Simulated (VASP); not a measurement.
Wanted: the native input for a VASP 6.6.1 run.

```yaml
Task: single point
Functional: LDA
Potentials_or_basis: VASP PAW LDA potentials, release 64 (Si)
Cutoff: 520 eV
k_mesh: 24 × 24 × 10
Occupations: gaussian, width 0.15 eV
Spin: no spin polarisation
Dipole_correction: no
Further_INCAR_settings: ALGO = Normal; EDIFF = 1e-06; NBANDS = 11
```

The structure of Si lies in POSCAR:

```
Si
1.0
    2.7988563849      0.0000000000      0.0000000000
   -1.3994281924      2.4238807308      0.0000000000
    0.0000000000      0.0000000000      4.7315827335
Si
2
Direct
    0.3333333333      0.6666666667      0.2500000000
    0.6666666667      0.3333333333      0.7500000000
```

This isn't the form of Si at room conditions, which is diamond.

This cell differs from its parent crystal: strain +0.050 along x and y, +0.050 along z.

The input as run:

INCAR

```
SYSTEM = Si
PREC     = Accurate       ! precision mode
ENCUT    = 520            ! plane-wave cutoff, eV
EDIFF    = 1E-6           ! SCF threshold, eV
ISMEAR   = 0              ! smearing method
SIGMA    = 0.15           ! smearing width, eV
LREAL    = .False.        ! projectors in reciprocal space
LASPH    = .True.         ! aspherical terms in the spheres
NELM     = 60             ! most SCF steps
ALGO     = Normal         ! electronic algorithm
ISIF     = 2              ! what is computed and relaxed
LWAVE    = .False.        ! write WAVECAR
LCHARG   = .True.         ! write CHGCAR
GGA      = CA             ! functional
LELF     = .True.         ! ELF
LVHAR    = .True.       
NBANDS   = 11             ! bands
```

KPOINTS

```
regular mesh
0
Gamma
  24 24 10
  0 0 0
```

Potentials or basis: VASP PAW LDA potentials, release 64 (Si).

Run with:

```console
$ cat potpaw_LDA.64/Si/POTCAR > POTCAR
$ mpirun -np 1 vasp_std > vasp.out
```

It gave:

The pressure is -10.4 GPa and the band gap on the k mesh is zero (bands 4 and 5 overlap by 11.35 eV).

Caveat: the cell differs from its parent crystal (strain +0.050 along x and y, +0.050 along z); the cell stands under tension.

It took 51 s on 1 thread of Intel(R) Xeon(R) Platinum 8488C (Sapphire Rapids), with other jobs on the host, peak memory 0.21 GiB.
